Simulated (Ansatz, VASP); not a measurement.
# BeSe2 in VASP and in Ansatz

```
Be Se
1.0
     0.00000    3.16389    3.16389
     3.16389    0.00000    3.16389
     3.16389    3.16389    0.00000
Be Se
1 2
Direct
  0.25000 0.25000 0.25000
  0.75000 0.75000 0.75000
  0.00000 0.00000 0.00000
```

Alike in both runs: functional PBE; k mesh 4 × 4 × 4; occupations gaussian, width 0.1 eV; no spin polarisation.

Ansatz relaxed the structure, and its values are those at the end. VASP's run is a single point on that final structure, the one shown.

```csv
,VASP,Ansatz
version,VASP 6.6.1,Ansatz 0.2.0
potentials or method,"VASP PAW PBE potentials, release 64 (Be, Se), cutoff 520 eV","scalar-relativistic, plane waves, PAW"
valence electrons in the cell,14,34
```

```csv
,VASP,Ansatz,Ansatz less VASP
gap on the k mesh at the Fermi level (eV),none,none,-
pressure (GPa),-0.1,-0.1,-0.03
```

A gap of «none» marks a metal or a gap that the smearing closes. The functional is the same, so the differences come from potentials, cutoffs and numerics. VASP's potentials hold 14 valence electrons a cell and Ansatz's 34, so a difference there can come from the potentials and not from the codes.

The k mesh is coarse, so the values compare programs but aren't converged.
